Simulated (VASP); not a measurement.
# TiPd (Pm-3m) in VASP: notebook

TiPd is run at these levels: LDA; tasks: single point, relaxation of cell and atoms.

Everything below comes from runs of VASP 6.6.1. Logs are shortened: lines on timing, memory, paths and dates and some standing lists are left out, and cuts for length are marked.

## 1. The cell of the first run

Symmetry: Pm-3m, No. 221, cubic system. The conventional cell has a = 3.100 Å, b = 3.100 Å, c = 3.100 Å, α = 90.00°, β = 90.00°, γ = 90.00°. Within 3.5 Å of Ti (site symmetry m-3m) lie 8 Pd at 2.68 Å and 6 Ti at 3.10 Å. Pd (site symmetry m-3m) has 8 Ti at 2.68 Å and 6 Pd at 3.10 Å within 3.5 Å.

## 2. Single point, LDA

Input file INCAR:

```
SYSTEM = TiPd
PREC     = Accurate       ! precision mode
ENCUT    = 500            ! plane-wave cutoff, eV
EDIFF    = 1E-6           ! SCF threshold, eV
ISMEAR   = 0              ! smearing method
SIGMA    = 0.1            ! smearing width, eV
LREAL    = .False.        ! projectors in reciprocal space
LASPH    = .True.         ! aspherical terms in the spheres
NELM     = 120            ! most SCF steps
ALGO     = Normal         ! electronic algorithm
ISIF     = 2              ! what is computed and relaxed
LWAVE    = .False.        ! write WAVECAR
LCHARG   = .True.         ! write CHGCAR
GGA      = CA             ! functional
LELF     = .True.         ! ELF
LVHAR    = .True.       
NBANDS   = 18             ! bands
GGA_COMPAT= .False.
```

Input file KPOINTS:

```
regular mesh
0
Gamma
  6 6 6
  0 0 0
```

Input file POSCAR:

```
TiPd
1.0
    3.1002694340      0.0000000000      0.0000000000
    0.0000000000      3.1002694340      0.0000000000
    0.0000000000      0.0000000000      3.1002694340
Ti Pd
1 1
Direct
    0.5000000000      0.5000000000      0.5000000000
    0.0000000000      0.0000000000      0.0000000000
```

Potentials or basis: VASP PAW LDA potentials, release 64 (Ti_sv, Pd).

On the command line:

```console
$ cat potpaw_LDA.64/Ti_sv/POTCAR potpaw_LDA.64/Pd/POTCAR > POTCAR
$ mpirun -np 1 vasp_std > vasp.out
```

OUTCAR:

```text
SYSTEM = TiPd
   PREC = Accurate
   ENCUT = 500
   EDIFF = 1E-6
   ISMEAR = 0
   LREAL = .False.
   LASPH = .True.
   NELM = 120
   ISIF = 2
   GGA = CA

 ion  position               nearest neighbor table
   1  0.500  0.500  0.500-   2 2.68   2 2.68   2 2.68   2 2.68   2 2.68   2 2.68   2 2.68   2 2.68

   2  0.000  0.000  0.000-   1 2.68   1 2.68   1 2.68   1 2.68   1 2.68   1 2.68   1 2.68   1 2.68

  LATTYP: Found a simple cubic cell.
 ALAT       =     3.1002694340

  Lattice vectors:

 A1 = (   3.1002694340,   0.0000000000,   0.0000000000)
 A2 = (   0.0000000000,   3.1002694340,   0.0000000000)
 A3 = (   0.0000000000,   0.0000000000,   3.1002694340)

Analysis of symmetry for initial positions (statically):
=====================================================================
 Subroutine PRICEL returns:
 Original cell was already a primitive cell.

 Routine SETGRP: Setting up the symmetry group for a
 simple cubic supercell.

 Subroutine GETGRP returns: Found 48 space group operations
 (whereof 48 operations were pure point group operations)
 out of a pool of 48 trial point group operations.

The static configuration has the point symmetry O_h .

Analysis of symmetry for dynamics (positions and initial velocities):
=====================================================================
 Subroutine PRICEL returns:
 Original cell was already a primitive cell.

 Routine SETGRP: Setting up the symmetry group for a
 simple cubic supercell.

 Subroutine GETGRP returns: Found 48 space group operations
 (whereof 48 operations were pure point group operations)
 out of a pool of 48 trial point group operations.

The dynamic configuration has the point symmetry O_h .

 Subroutine INISYM returns: Found 48 space group operations
 (whereof 48 operations are pure point group operations),
 and found     1 'primitive' translations

----------------------------------------------------------------------------------------

                                     Primitive cell

  volume of cell :      29.7988

  direct lattice vectors                    reciprocal lattice vectors
     3.100269434  0.000000000  0.000000000     0.322552611  0.000000000  0.000000000
     0.000000000  3.100269434  0.000000000     0.000000000  0.322552611  0.000000000
     0.000000000  0.000000000  3.100269434     0.000000000  0.000000000  0.322552611

  length of vectors
     3.100269434  3.100269434  3.100269434     0.322552611  0.322552611  0.322552611

  position of ions in fractional coordinates (direct lattice)
     0.500000000  0.500000000  0.500000000
     0.000000000  0.000000000  0.000000000

  ion indices of the primitive-cell ions
   primitive index   ion index
                 1           1
                 2           2

----------------------------------------------------------------------------------------

 KPOINTS: regular mesh

Automatic generation of k-mesh.
 Grid dimensions read from file:
 generate k-points for:    6    6    6

 Generating k-lattice:

  Cartesian coordinates                     Fractional coordinates (reciprocal lattice)
     0.053758768  0.000000000  0.000000000     0.166666667  0.000000000  0.000000000
     0.000000000  0.053758768  0.000000000     0.000000000  0.166666667  0.000000000
     0.000000000  0.000000000  0.053758768     0.000000000  0.000000000  0.166666667

  Length of vectors
     0.053758768  0.053758768  0.053758768

  Shift w.r.t. Gamma in fractional coordinates (k-lattice)
     0.000000000  0.000000000  0.000000000

 Subroutine IBZKPT returns following result:
 ===========================================

 Found     20 irreducible k-points:

 Following reciprocal coordinates:
            Coordinates               Weight
  0.000000  0.000000  0.000000      1.000000
  0.166667  0.000000  0.000000      6.000000
  0.333333  0.000000  0.000000      6.000000
  0.500000  0.000000  0.000000      3.000000
  0.166667  0.166667  0.000000     12.000000
  0.333333  0.166667  0.000000     24.000000
[... 12 lines left out ...]
  0.500000  0.500000  0.333333      6.000000
  0.500000  0.500000  0.500000      1.000000
   k-points           NKPTS =     20   k-points in BZ     NKDIM =     20   number of bands    NBANDS=     18
   number of dos      NEDOS =    301   number of ions     NIONS =      2
   total plane-waves  NPLWV =  13824
   dimension x,y,z NGX =    24 NGY =   24 NGZ =   24
   dimension x,y,z NGXF=    48 NGYF=   48 NGZF=   48
   ions per type =               1   1
   NGX,Y,Z   is equivalent  to a cutoff of  12.87, 12.87, 12.87 a.u.
   NGXF,Y,Z  is equivalent  to a cutoff of  25.74, 25.74, 25.74 a.u.
 SYSTEM =  TiPd
   PREC   = accura    normal or accurate (medium, high low for compatibility)
   ISTART =      0    job   : 0-new  1-cont  2-samecut
   ICHARG =      2    charge: 1-file 2-atom 10-const
   ISPIN  =      1    spin polarized calculation?
   LNONCOLLINEAR =      F non collinear calculations
   LSORBIT =      F    spin-orbit coupling
   LASPH  =      T    aspherical Exc in radial PAW
   ENCUT  =  500.0 eV  36.75 Ry    6.06 a.u.   5.65  5.65  5.65*2*pi/ulx,y,z
   NELM   =    120;   NELMIN=  2; NELMDL= -5     # of ELM steps
   EDIFF  = 0.1E-05   stopping-criterion for ELM
   LREAL  =      F    real-space projection
   EDIFFG = 0.1E-04   stopping-criterion for IOM
   NSW    =      0    number of steps for IOM
   IBRION =     -1    ionic relax: 0-MD 1-quasi-New 2-CG
   NFREE  =      0    steps in history (QN), initial steepest desc. (CG)
   ISIF   =      2    stress and relaxation
   ISYM   =      2    0-nonsym 1-usesym 2-fastsym
   POTIM  = 0.5000    time-step for ionic-motion
   TEBEG  =    0.0;   TEEND  =   0.0 temperature during run
   PSTRESS=    0.0 pullay stress
   NELECT =      22.0000    total number of electrons
   NUPDOWN=      -1.0000    fix difference up-down
   EMIN   =  10.00;   EMAX   =-10.00  energy-range for DOS
   EFERMI =   0.00;   METHOD = LEGACY
   ISMEAR =     0;   SIGMA  =   0.10  broadening in eV -4-tet -1-fermi 0-gaus
   EFERMI_NEDOS =   21; number of points for ismear=-14 and -15
   IALGO  =     38    algorithm
   IMIX   =      4    mixing-type and parameters
     AMIX     =   0.40;   BMIX     =  1.00
     AMIX_MAG =   1.60;   BMIX_MAG =  1.00
  volume/ion in A,a.u.               =      14.90       100.55
  Fermi-wavevector in a.u.,A,eV,Ry     =   1.479618  2.796073 29.786821  2.189270
  Thomas-Fermi vector in A             =   2.593754
   LORBIT       =      0    0 simple, 1 ext, 2 COOP (PROOUT), +10 PAW based schemes
   GGA     = CA    functional components
   LHFCALC =     F    Hartree Fock is set to
   AEXX    =    0.0000 exact exchange contribution
   IVDW    =     0    specifies the selected vdW correction
   LEPSILON=     F    determine dielectric tensor
   LRPA    =     F    only Hartree local field effects (RPA)
 non-spin polarized calculation
 Gauss-broadening in eV      SIGMA  =   0.10
  energy-cutoff  :      500.00
  volume of cell :       29.80
 maximum number of plane-waves:       768
 NGX is ok and might be reduce to    24
   NGX = 11   NGY = 11   NGZ = 11

 number of electron      22.0000007 magnetization

 Free energy of the ion-electron system (eV)
  ---------------------------------------------------
  ext. energy  EPLUGINS =         0.00000000
  ---------------------------------------------------
  free energy    TOTEN  =       -16.02570741 eV

  energy without entropy =      -16.00362171  energy(sigma->0) =      -16.01466456

 E-fermi :  10.5802     XC(G=0): -13.0116

 val. band max:       10.5544192446   @ k =   0.5000   0.1667   0.1667
 cond. band min:      10.5805814634   @ k =   0.3333   0.3333   0.1667
 fundamental gap:      0.0261622188
 Fermi energy:        10.5801553626

 k-point     1 :       0.0000    0.0000    0.0000
  band No.  band energies     occupation
      1     -46.1651      2.00000
      2     -22.6942      2.00000
      3     -22.6942      2.00000
      4     -22.6942      2.00000
      5       2.8327      2.00000
      6       4.8649      2.00000
[... 10 lines left out ...]
     17      18.8744      0.00000
     18      18.8744      0.00000

 k-point     2 :       0.1667    0.0000    0.0000
  band No.  band energies     occupation
      1     -46.1595      2.00000
      2     -22.7500      2.00000
      3     -22.6914      2.00000
      4     -22.6914      2.00000
      5       3.3567      2.00000
      6       5.0614      2.00000
[... 10 lines left out ...]
     17      20.1763      0.00000
     18      20.1763      0.00000

 k-point     3 :       0.3333    0.0000    0.0000
  band No.  band energies     occupation
      1     -46.1483      2.00000
      2     -22.8603      2.00000
      3     -22.6858      2.00000
      4     -22.6858      2.00000
      5       4.6218      2.00000
      6       5.5335      2.00000
[... 10 lines left out ...]
     17      23.0350      0.00000
     18      23.0350      0.00000

 k-point     4 :       0.5000    0.0000    0.0000
  band No.  band energies     occupation
      1     -46.1427      2.00000
      2     -22.9147      2.00000
      3     -22.6830      2.00000
      4     -22.6830      2.00000
      5       5.3379      2.00000
      6       5.8346      2.00000
[... 10 lines left out ...]
     17      25.9015      0.00000
     18      25.9019      0.00000

 k-point     5 :       0.1667    0.1667    0.0000
  band No.  band energies     occupation
      1     -46.1542      2.00000
      2     -22.7505      2.00000
      3     -22.7404      2.00000
      4     -22.6879      2.00000
      5       3.8248      2.00000
      6       5.2677      2.00000
[... 10 lines left out ...]
     17      18.6481      0.00000
     18      21.1010      0.00000

 k-point     6 :       0.3333    0.1667    0.0000
  band No.  band energies     occupation
      1     -46.1435      2.00000
      2     -22.8525      2.00000
      3     -22.7361      2.00000
      4     -22.6810      2.00000
      5       4.8478      2.00000
      6       5.6335      2.00000
[... 10 lines left out ...]
     17      20.4587      0.00000
     18      23.4807      0.00000

 k-point     7 :       0.5000    0.1667    0.0000
  band No.  band energies     occupation
      1     -46.1382      2.00000
      2     -22.9051      2.00000
      3     -22.7318      2.00000
      4     -22.6775      2.00000
      5       5.3942      2.00000
      6       5.8255      2.00000
[... 10 lines left out ...]
     17      22.3675      0.00000
     18      23.2795      0.00000

 k-point     8 :       0.3333    0.3333    0.0000
  band No.  band energies     occupation
      1     -46.1339      2.00000
      2     -22.8413      2.00000
      3     -22.8313      2.00000
      4     -22.6713      2.00000
      5       5.0050      2.00000
      6       5.3669      2.00000
[... 10 lines left out ...]
     17      18.6572      0.00000
     18      22.3619      0.00000
[... 145 lines left out ...]
     17      19.4176      0.00000
     18      20.4730      0.00000

 k-point    16 :       0.5000    0.5000    0.1667
  band No.  band energies     occupation
      1     -46.1196      2.00000
      2     -22.8737      2.00000
      3     -22.8737      2.00000
      4     -22.7130      2.00000
      5       5.0090      2.00000
      6       5.5568      2.00000
[... 10 lines left out ...]
     17      18.2090      0.00000
     18      19.1926      0.00000

 k-point    17 :       0.3333    0.3333    0.3333
  band No.  band energies     occupation
      1     -46.1193      2.00000
      2     -22.8236      2.00000
      3     -22.8236      2.00000
      4     -22.8227      2.00000
      5       5.6324      2.00000
      6       6.0341      2.00000
[... 10 lines left out ...]
     17      18.0911      0.00000
     18      18.9252      0.00000

 k-point    18 :       0.5000    0.3333    0.3333
  band No.  band energies     occupation
      1     -46.1144      2.00000
      2     -22.8732      2.00000
      3     -22.8210      2.00000
      4     -22.8169      2.00000
      5       5.5153      2.00000
      6       5.9173      2.00000
[... 10 lines left out ...]
     17      19.2327      0.00000
     18      20.3840      0.00000

 k-point    19 :       0.5000    0.5000    0.3333
  band No.  band energies     occupation
      1     -46.1095      2.00000
      2     -22.8690      2.00000
      3     -22.8690      2.00000
      4     -22.8158      2.00000
      5       5.5307      2.00000
      6       5.8799      2.00000
[... 10 lines left out ...]
     17      17.8749      0.00000
     18      19.1215      0.00000

 k-point    20 :       0.5000    0.5000    0.5000
  band No.  band energies     occupation
      1     -46.1044      2.00000
      2     -22.8666      2.00000
      3     -22.8666      2.00000
      4     -22.8666      2.00000
      5       5.7910      2.00000
      6       5.7910      2.00000
[... 10 lines left out ...]
     17      19.3520      0.00000
     18      19.3520      0.00000

------------------------ aborting loop because EDIFF is reached ----------------------------------------

  FORCE on cell =-STRESS in cart. coord.  units (eV):
  Direction    XX          YY          ZZ          XY          YZ          ZX
  --------------------------------------------------------------------------------------
  -------------------------------------------------------------------------------------
  Total        0.0247572      0.0247572      0.0247572      0.0000000     -0.0000000      0.0000000
  in kB        1.3311112      1.3311112      1.3311112      0.0000000     -0.0000000      0.0000000
  external PRESSURE =       1.3311112 kB  Pullay stress =       0.0000000 kB

 VOLUME and BASIS-vectors are now :
 -----------------------------------------------------------------------------
  energy-cutoff  :      500.00
  volume of cell :       29.80
      direct lattice vectors                 reciprocal lattice vectors
     3.100269434  0.000000000  0.000000000     0.322552611  0.000000000  0.000000000
     0.000000000  3.100269434  0.000000000     0.000000000  0.322552611  0.000000000
     0.000000000  0.000000000  3.100269434     0.000000000  0.000000000  0.322552611

 POSITION                                       TOTAL-FORCE (eV/Angst)
 -----------------------------------------------------------------------------------
      1.55013      1.55013      1.55013         0.000000      0.000000      0.000000
      0.00000      0.00000      0.00000         0.000000      0.000000      0.000000
 -----------------------------------------------------------------------------------
    total drift:                                0.000000      0.000000     -0.000000

  FREE ENERGIE OF THE ION-ELECTRON SYSTEM (eV)
  ---------------------------------------------------
  free  energy   TOTEN  =       -16.0257074053 eV

  energy  without entropy=      -16.0036217069  energy(sigma->0) =      -16.01466456
```

Wall time 5.6 s (1 thread of Intel Xeon Platinum 8375C at 2.90GHz (Ice Lake), shared host); peak memory 0.13 GiB.

Results:

```
Free energy            : -16.0257 eV
Pressure               : 0.1 GPa
Band gap on the k mesh : zero (bands 11 and 12 overlap by 2.43 eV)
```

## 3. Relaxation of cell and atoms, LDA

This run uses another cell than the first one, of 16.08 Å³/atom.

Input file INCAR:

```
SYSTEM = TiPd
PREC = Accurate
ENCUT = 500
EDIFF = 1E-7
ISMEAR = 0
SIGMA = 0.1
LREAL = .FALSE.
LASPH = .TRUE.
NELM = 120
ALGO = Normal
ISIF = 3
LWAVE = .FALSE.
LCHARG = .FALSE.
IBRION = 2
NSW = 100
EDIFFG = -0.05
GGA_COMPAT = .FALSE.
NELMIN = 4
```

Input file KPOINTS:

```
regular mesh
0
G
  6 6 6
  0 0 0
```

Input file POSCAR:

```
TiPd
1.0
    3.1800000000      0.0000000000      0.0000000000
    0.0000000000      3.1800000000      0.0000000000
    0.0000000000      0.0000000000      3.1800000000
Ti Pd
1 1
Direct
    0.5000000000      0.5000000000      0.5000000000
    0.0000000000      0.0000000000      0.0000000000
```

Potentials or basis: VASP PAW LDA potentials, release 64 (Ti_sv, Pd).

On the command line:

```console
$ cat potpaw_LDA.64/Ti_sv/POTCAR potpaw_LDA.64/Pd/POTCAR > POTCAR
$ mpirun -np 1 vasp_std > vasp.out
```

Run time: 14 s. Hardware: 1 thread of Intel Xeon Platinum 8375C at 2.90GHz (Ice Lake), shared host; peak memory 0.14 GiB.

The run converged. Its results:

```
Free energy                           : -16.0268 eV
Relaxed volume                        : 14.94 Å³/atom
Relaxed cell                          : a = 3.103 Å, b = 3.103 Å, c = 3.103 Å, α = 90.00°, β = 90.00°, γ = 90.00°
Space group after relaxing (to 0.1 Å) : Pm-3m (No. 221)
Energy gained by relaxing             : 45.7 meV/atom
Ionic steps                           : 3
Pressure after relaxing               : -0.3 GPa
Band gap on the k mesh                : zero (bands 11 and 12 overlap by 2.42 eV)
```

The path:
| step | energy change (eV) | largest force (eV/Å) | pressure (GPa) | volume (Å³) |
| --- | --- | --- | --- | --- |
| 1 | 0.0000 | 0.0000 | -11.67 | 32.16 |
| 2 | 0.0903 | 0.0000 | 22.67 | 27.01 |
| 3 | -0.0913 | 0.0000 | -0.33 | 29.87 |

Final structure:
```cif
data_structure
_symmetry_space_group_name_H-M 'P 1'
_symmetry_Int_Tables_number 1
_cell_length_a 3.1028
_cell_length_b 3.1028
_cell_length_c 3.1028
_cell_angle_alpha 90.000
_cell_angle_beta 90.000
_cell_angle_gamma 90.000
_cell_volume 29.87
loop_
_atom_site_label
_atom_site_type_symbol
_atom_site_fract_x
_atom_site_fract_y
_atom_site_fract_z
_atom_site_occupancy
Ti1 Ti 0.50000 0.50000 0.50000 1
Pd1 Pd 0.00000 0.00000 0.00000 1
```

Levels at points of the mesh, in eV from the Fermi level:
```
           k point  band 8  band 9  band 10  band 11  band 12  band 13  band 14  band 15
(0.00, 0.00, 0.00)   -3.35   -3.35    -3.35     0.43     0.43     2.29     2.29     2.29
(0.50, 0.00, 0.00)   -3.67   -3.67    -2.91    -1.07    -0.59     0.30     0.30     1.59
(0.50, 0.50, 0.00)   -4.39   -2.14    -0.83     0.48     0.48     0.89     2.34     2.34
(0.50, 0.50, 0.50)   -2.09   -2.09    -1.93    -1.93    -1.93     2.49     2.49     7.12
```

LDA usually gives volumes a few per cent too small. Zero-point motion and thermal expansion aren't in these numbers.
